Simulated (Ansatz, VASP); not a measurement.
**Ba in VASP and in Ansatz**

```
Ba
1.0
    -2.38070    2.38070    2.38070
     2.38070   -2.38070    2.38070
     2.38070    2.38070   -2.38070
Ba
1
Direct
  0.00000 0.00000 0.00000
```

Alike in both runs: task single point; functional LDA; k mesh 14 × 14 × 14; occupations fermi-dirac, width 0.05 eV; no spin polarisation.

```csv
,VASP,Ansatz
version,VASP 6.6.1,Ansatz 0.2.0
potentials or method,"VASP PAW LDA potentials, release 64 (Ba_sv)","PAW with Ansatz's default frozen-core files, scalar-relativistic"
plane-wave cutoff (eV),520,420
valence electrons in the cell,10,10
```

|  | VASP | Ansatz | Ansatz less VASP |
| --- | --- | --- | --- |
| pressure (GPa) | 0.1 | 0.0 | -0.09 |

LDA's correlation is that of Perdew and Zunger in VASP and of Perdew and Wang (1992) in Ansatz.

Neither program's run includes spin-orbit coupling.
